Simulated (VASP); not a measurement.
# SiC (Moissanite) (P6_3mc) in VASP: single point with LDA

Aim: the single point of SiC (Moissanite) with LDA.

Everything below comes from runs of VASP 6.6.1. Logs are shortened: lines on timing, memory, paths and dates and some standing lists are left out, and cuts for length are marked.

## 1. The cell of the first run

Symmetry: P6_3mc, No. 186, hexagonal system. Conventional cell: a = 3.076 Å, b = 3.076 Å, c = 5.048 Å, α = 90.00°, β = 90.00°, γ = 120.00°. Within 2.5 Å of Si (site symmetry 3m) lie 4 C at 1.87 to 1.94 Å. C (site symmetry 3m) has 4 Si at 1.87 to 1.94 Å within 2.5 Å.

## 2. Single point, LDA

INCAR

```
ALGO = Normal ; EDIFF = 1E-6
ENCUT = 600 ; GGA = CA
GGA_COMPAT = F ; ISIF = 2
ISMEAR = 0 ; LASPH = T
LCHARG = F ; LREAL = F
LWAVE = F ; NBANDS = 16
NELM = 120 ; PREC = Accurate
SIGMA = 0.01
```

KPOINTS

```
k-points
0
Gamma
  8 8 4
```

POSCAR

```
SiC
1.0
    3.0760000000      0.0000000000      0.0000000000
   -1.5380000000      2.6638940000      0.0000000000
    0.0000000000      0.0000000000      5.0480000000
Si C
2 2
Direct
    0.3333333333      0.6666666667      0.0000000000
    0.6666666667      0.3333333333      0.5000000000
    0.3333333333      0.6666666667      0.3850000000
    0.6666666667      0.3333333333      0.8850000000
```

Potentials or basis: VASP PAW LDA potentials, release 64 (Si, C).

The run is started by

```console
> cat potpaw_LDA.64/Si/POTCAR potpaw_LDA.64/C/POTCAR > POTCAR
> mpirun -np 1 vasp_std > vasp.out
```

OUTCAR:

```text
EDIFF = 1E-6
   ENCUT = 600
   GGA = CA
   ISIF = 2
   ISMEAR = 0
   LASPH = T
   LREAL = F
   NELM = 120
   PREC = Accurate

 ion  position               nearest neighbor table
   1  0.333  0.667  0.000-   4 1.87   4 1.87   4 1.87   3 1.94   2 3.09   2 3.09   2 3.09   2 3.09
                             2 3.09   2 3.09
   2  0.667  0.333  0.500-   3 1.87   3 1.87   3 1.87   4 1.94   1 3.09   1 3.09   1 3.09   1 3.09
                             1 3.09   1 3.09
   3  0.333  0.667  0.385-   2 1.87   2 1.87   2 1.87   1 1.94
   4  0.667  0.333  0.885-   1 1.87   1 1.87   1 1.87   2 1.94

  LATTYP: Found a hexagonal cell.
 ALAT       =     3.0760000000
 C/A-ratio  =     1.6410923277

  Lattice vectors:

 A1 = (   3.0760000000,   0.0000000000,   0.0000000000)
 A2 = (  -1.5380000000,   2.6638940000,   0.0000000000)
 A3 = (   0.0000000000,   0.0000000000,   5.0480000000)

Analysis of symmetry for initial positions (statically):
=====================================================================
 Subroutine PRICEL returns:
 Original cell was already a primitive cell.

 Routine SETGRP: Setting up the symmetry group for a
 hexagonal supercell.

 Subroutine GETGRP returns: Found 12 space group operations
 (whereof  6 operations were pure point group operations)
 out of a pool of 24 trial point group operations.

The static configuration has the point symmetry C_3v.
 The point group associated with its full space group is C_6v.

Analysis of symmetry for dynamics (positions and initial velocities):
=====================================================================
 Subroutine PRICEL returns:
 Original cell was already a primitive cell.

 Routine SETGRP: Setting up the symmetry group for a
 hexagonal supercell.

 Subroutine GETGRP returns: Found 12 space group operations
 (whereof  6 operations were pure point group operations)
 out of a pool of 24 trial point group operations.

The dynamic configuration has the point symmetry C_3v.
 The point group associated with its full space group is C_6v.

 Subroutine INISYM returns: Found 12 space group operations
 (whereof  6 operations are pure point group operations),
 and found     1 'primitive' translations

----------------------------------------------------------------------------------------

                                     Primitive cell

  volume of cell :      41.3640

  direct lattice vectors                    reciprocal lattice vectors
     3.076000000  0.000000000  0.000000000     0.325097529  0.187695156  0.000000000
    -1.538000000  2.663894000  0.000000000     0.000000000  0.375390312  0.000000000
     0.000000000  0.000000000  5.048000000     0.000000000  0.000000000  0.198098257

  length of vectors
     3.076000000  3.075999877  5.048000000     0.375390297  0.375390312  0.198098257

  position of ions in fractional coordinates (direct lattice)
     0.333333333  0.666666667  0.000000000
     0.666666667  0.333333333  0.500000000
     0.333333333  0.666666667  0.385000000
     0.666666667  0.333333333  0.885000000

  ion indices of the primitive-cell ions
   primitive index   ion index
                 1           1
                 2           2
                 3           3
                 4           4

----------------------------------------------------------------------------------------

 KPOINTS: k-points

Automatic generation of k-mesh.
 Grid dimensions read from file:
 generate k-points for:    8    8    4

 Generating k-lattice:

  Cartesian coordinates                     Fractional coordinates (reciprocal lattice)
     0.040637191  0.023461895  0.000000000     0.125000000  0.000000000  0.000000000
     0.000000000  0.046923789  0.000000000     0.000000000  0.125000000  0.000000000
     0.000000000  0.000000000  0.049524564     0.000000000  0.000000000  0.250000000

  Length of vectors
     0.046923787  0.046923789  0.049524564

  Shift w.r.t. Gamma in fractional coordinates (k-lattice)
     0.000000000  0.000000000  0.000000000

 Subroutine IBZKPT returns following result:
 ===========================================

 Found     30 irreducible k-points:

 Following reciprocal coordinates:
            Coordinates               Weight
  0.000000  0.000000  0.000000      1.000000
  0.125000  0.000000  0.000000      6.000000
  0.250000  0.000000  0.000000      6.000000
  0.375000  0.000000  0.000000      6.000000
  0.500000  0.000000  0.000000      3.000000
  0.125000  0.125000  0.000000      6.000000
[... 16 lines left out ...]
  0.250000  0.000000  0.500000      6.000000
  0.375000  0.000000  0.500000      6.000000
 [... further k-points ...]
   k-points           NKPTS =     30   k-points in BZ     NKDIM =     30   number of bands    NBANDS=     16
   number of dos      NEDOS =    301   number of ions     NIONS =      4
   total plane-waves  NPLWV =  31360
   dimension x,y,z NGX =    28 NGY =   28 NGZ =   40
   dimension x,y,z NGXF=    56 NGYF=   56 NGZF=   80
   ions per type =               2   2
   NGX,Y,Z   is equivalent  to a cutoff of  15.13, 15.13, 13.17 a.u.
   NGXF,Y,Z  is equivalent  to a cutoff of  30.27, 30.27, 26.35 a.u.
 SYSTEM =  unknown system
   PREC   = accura    normal or accurate (medium, high low for compatibility)
   ISTART =      0    job   : 0-new  1-cont  2-samecut
   ICHARG =      2    charge: 1-file 2-atom 10-const
   ISPIN  =      1    spin polarized calculation?
   LNONCOLLINEAR =      F non collinear calculations
   LSORBIT =      F    spin-orbit coupling
   LASPH  =      T    aspherical Exc in radial PAW
   ENCUT  =  600.0 eV  44.10 Ry    6.64 a.u.   6.14  6.14 10.08*2*pi/ulx,y,z
   NELM   =    120;   NELMIN=  2; NELMDL= -5     # of ELM steps
   EDIFF  = 0.1E-05   stopping-criterion for ELM
   LREAL  =      F    real-space projection
   EDIFFG = 0.1E-04   stopping-criterion for IOM
   NSW    =      0    number of steps for IOM
   IBRION =     -1    ionic relax: 0-MD 1-quasi-New 2-CG
   NFREE  =      0    steps in history (QN), initial steepest desc. (CG)
   ISIF   =      2    stress and relaxation
   ISYM   =      2    0-nonsym 1-usesym 2-fastsym
   POTIM  = 0.5000    time-step for ionic-motion
   TEBEG  =    0.0;   TEEND  =   0.0 temperature during run
   PSTRESS=    0.0 pullay stress
   NELECT =      16.0000    total number of electrons
   NUPDOWN=      -1.0000    fix difference up-down
   EMIN   =  10.00;   EMAX   =-10.00  energy-range for DOS
   EFERMI =   0.00;   METHOD = LEGACY
   ISMEAR =     0;   SIGMA  =   0.01  broadening in eV -4-tet -1-fermi 0-gaus
   EFERMI_NEDOS =   21; number of points for ismear=-14 and -15
   IALGO  =     38    algorithm
   IMIX   =      4    mixing-type and parameters
     AMIX     =   0.40;   BMIX     =  1.00
     AMIX_MAG =   1.60;   BMIX_MAG =  1.00
  volume/ion in A,a.u.               =      10.34        69.78
  Fermi-wavevector in a.u.,A,eV,Ry     =   1.192817  2.254098 19.358550  1.422813
  Thomas-Fermi vector in A             =   2.328847
   LORBIT       =      0    0 simple, 1 ext, 2 COOP (PROOUT), +10 PAW based schemes
   GGA     = CA    functional components
   LHFCALC =     F    Hartree Fock is set to
   AEXX    =    0.0000 exact exchange contribution
   IVDW    =     0    specifies the selected vdW correction
   LEPSILON=     F    determine dielectric tensor
   LRPA    =     F    only Hartree local field effects (RPA)
 non-spin polarized calculation
 Gauss-broadening in eV      SIGMA  =   0.01
  energy-cutoff  :      600.00
  volume of cell :       41.36
 maximum number of plane-waves:      1392
 NGX is ok and might be reduce to    28
   NGX = 13   NGY = 13   NGZ = 21

 number of electron      16.0000001 magnetization

 Free energy of the ion-electron system (eV)
  ---------------------------------------------------
  ext. energy  EPLUGINS =         0.00000000
  ---------------------------------------------------
  free energy    TOTEN  =       -33.23610970 eV

  energy without entropy =      -33.23610970  energy(sigma->0) =      -33.23610970

 E-fermi :   8.4966     XC(G=0): -11.5495

 val. band max:        8.3587808403   @ k =   0.0000   0.0000   0.0000
 cond. band min:      10.8167651631   @ k =   0.3750   0.2500   0.0000
 fundamental gap:      2.4579843228
 Fermi energy:         8.4965863033

 k-point     1 :       0.0000    0.0000    0.0000
  band No.  band energies     occupation
      1      -7.2730      2.00000
      2      -3.7210      2.00000
      3      -0.3518      2.00000
      4       6.8071      2.00000
      5       6.8071      2.00000
      6       8.0864      2.00000
[... 8 lines left out ...]
     15      16.9568      0.00000
     16      19.5258      0.00000

 k-point     2 :       0.1250    0.0000    0.0000
  band No.  band energies     occupation
      1      -7.0012      2.00000
      2      -3.4871      2.00000
      3      -0.1002      2.00000
      4       5.4431      2.00000
      5       6.3783      2.00000
      6       7.1517      2.00000
[... 8 lines left out ...]
     15      17.6031      0.00000
     16      18.0081      0.00000

 k-point     3 :       0.2500    0.0000    0.0000
  band No.  band energies     occupation
      1      -6.2025      2.00000
      2      -2.8357      2.00000
      3       0.5886      2.00000
      4       3.0253      2.00000
      5       5.1775      2.00000
      6       5.6095      2.00000
[... 8 lines left out ...]
     15      18.0744      0.00000
     16      18.8356      0.00000

 k-point     4 :       0.3750    0.0000    0.0000
  band No.  band energies     occupation
      1      -4.9589      2.00000
      2      -2.1304      2.00000
      3       0.5609      2.00000
      4       2.1109      2.00000
      5       3.1174      2.00000
      6       5.0250      2.00000
[... 8 lines left out ...]
     15      19.1660      0.00000
     16      19.9723      0.00000
[... 324 lines left out ...]
 k-point    22 :       0.1250    0.0000    0.5000
  band No.  band energies     occupation
      1      -5.8153      2.00000
      2      -5.8153      2.00000
      3       3.9994      2.00000
      4       3.9994      2.00000
      5       6.3278      2.00000
      6       6.3278      2.00000
[... 8 lines left out ...]
     15      17.6665      0.00000
     16      17.6665      0.00000

 k-point    23 :       0.2500    0.0000    0.5000
  band No.  band energies     occupation
      1      -5.0436      2.00000
      2      -5.0436      2.00000
      3       3.2307      2.00000
      4       3.2307      2.00000
      5       5.2844      2.00000
      6       5.2844      2.00000
[... 8 lines left out ...]
     15      18.3993      0.00000
     16      18.3993      0.00000

 k-point    24 :       0.3750    0.0000    0.5000
  band No.  band energies     occupation
      1      -3.8769      2.00000
      2      -3.8769      2.00000
      3       1.1398      2.00000
      4       1.1398      2.00000
      5       5.7139      2.00000
      6       5.7139      2.00000
[... 8 lines left out ...]
     15      19.6232      0.00000
     16      19.6232      0.00000

 [... further k-points ...]
[... 5 lines left out ...]
  --------------------------------------------------------------------------------------
  -------------------------------------------------------------------------------------
  Total       -0.6000491     -0.6000490     -1.7091403      0.0000000      0.0000000      0.0000000
  in kB      -23.2420670    -23.2420645    -66.2011728      0.0000000      0.0000000      0.0000000
  external PRESSURE =     -37.5617681 kB  Pullay stress =       0.0000000 kB

 VOLUME and BASIS-vectors are now :
 -----------------------------------------------------------------------------
  energy-cutoff  :      600.00
  volume of cell :       41.36
      direct lattice vectors                 reciprocal lattice vectors
     3.076000000  0.000000000  0.000000000     0.325097529  0.187695156  0.000000000
    -1.538000000  2.663894000  0.000000000     0.000000000  0.375390312  0.000000000
     0.000000000  0.000000000  5.048000000     0.000000000  0.000000000  0.198098257

 POSITION                                       TOTAL-FORCE (eV/Angst)
 -----------------------------------------------------------------------------------
     -0.00000      1.77593      0.00000        -0.000000      0.000000      0.732514
      1.53800      0.88796      2.52400         0.000000      0.000000      0.732514
     -0.00000      1.77593      1.94348         0.000000      0.000000     -0.732514
      1.53800      0.88796      4.46748        -0.000000      0.000000     -0.732514
 -----------------------------------------------------------------------------------
    total drift:                               -0.000000      0.000000     -0.000179

  FREE ENERGIE OF THE ION-ELECTRON SYSTEM (eV)
  ---------------------------------------------------
  free  energy   TOTEN  =       -33.2361096993 eV

  energy  without entropy=      -33.2361096993  energy(sigma->0) =      -33.23610970
```

It took 8.5 s on 1 thread of Intel Xeon 6975P-C (Granite Rapids), shared host; peak memory 0.15 GiB.

Results:

* Free energy: -33.2361 eV
* Pressure: -3.8 GPa
* Largest force: 0.733 eV/Å
* Band gap on the k mesh: 2.46 eV, indirect (least direct gap 3.98 eV)

Forces in eV/Å, atoms in the order of the input:
```
Si   0.000  0.000  0.733
Si   0.000  0.000  0.733
C    0.000  0.000 -0.733
C    0.000  0.000 -0.733
```

Stress tensor (GPa, compression positive):
```
-2.32  0.00  0.00
 0.00 -2.32  0.00
 0.00  0.00 -6.62
```
